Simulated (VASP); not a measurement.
# HgTe: single point with r2SCAN

HgTe:

```xyz
2
Lattice="0.0000 3.2856 3.2856 3.2856 0.0000 3.2856 3.2856 3.2856 0.0000" Properties=species:S:1:pos:R:3 pbc="T T T"
Hg    0.0000    0.0000    0.0000
Te    4.9285    4.9285    4.9285
```

| Property | Result |
| --- | --- |
| Program | VASP 6.6.1 |
| Task | single point |
| Functional | r2SCAN |
| Potentials or basis | VASP PAW PBE potentials, release 64 (Hg, Te) |
| Cutoff | 520 eV |
| k mesh | 10 × 10 × 10 |
| Occupations | fermi-dirac, width 0.1 eV |
| Spin | no spin polarisation |

```yaml
Pressure: 0.1 GPa
Band_gap_on_the_k_mesh: zero (filled and empty bands touch)
```

Levels at points of the mesh, in eV from the Fermi level:
```
           k point  band 6  band 7  band 8  band 9  band 10  band 11  band 12  band 13
(0.00, 0.00, 0.00)   -7.09   -0.78   -0.24   -0.24    -0.24     4.42     4.42     4.42
(0.50, 0.00, 0.00)   -6.80   -5.56   -1.17   -1.17     0.70     5.19     5.19     6.91
(0.50, 0.50, 0.00)   -6.66   -5.55   -2.38   -2.38     1.86     2.62     8.27     9.00
```

Wall time 100 s on 1 thread of AMD EPYC 9R45 96-Core Processor (Zen 5), with other jobs on the host, peak memory 0.22 GiB.

Caveat: semilocal functionals underestimate gaps, so a narrow gap can read as zero; the PAW data sets were made with another functional, which shifts forces and pressure a little; spin-orbit coupling is left out, which moves the levels of the heavy elements.
